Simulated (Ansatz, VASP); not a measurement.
# Lu3Bi in VASP and in Ansatz

```
Lu Bi
1.0
     3.58803    0.00000    0.00000
    -1.79402    3.10733    0.00000
     0.00000    0.00000   11.21480
Lu Bi
3 1
Direct
  0.00000 0.00000 0.00000
  0.66667 0.33333 0.73091
  0.66667 0.33333 0.26909
  0.00000 0.00000 0.50000
```

Change from the starting cell: species swapped into the Mg3Zn type (P-6m2, No. 187).

Alike in both runs: task single point; functional PBE; k mesh 6 × 6 × 2; occupations gaussian, width 0.1 eV; no spin polarisation.

```csv
,VASP,Ansatz
version,VASP 6.6.1,Ansatz 0.2.0
potentials or method,"VASP PAW PBE potentials, release 64 (Lu, Bi_d), cutoff 520 eV","scalar-relativistic, plane waves, PAW"
valence electrons in the cell,90,90
```

Ansatz gave:

* gap on the k mesh at the Fermi level (eV): none
* pressure (GPa): -3.0
* traceless stress, the component that is largest in VASP (GPa): -2.04
* rms of the force components (eV/Å): 0.199

Problem. Estimate VASP's values.

Solution. gap on the k mesh at the Fermi level (eV): none; pressure (GPa): -3.3; traceless stress, the component that is largest in VASP (GPa): -2.05; rms of the force components (eV/Å): 0.200.

Atom by atom the forces differ by 0.000 eV/Å (rms over components). A gap of «none» marks a metal or a gap that the smearing closes.

Neither program's run includes spin-orbit coupling.
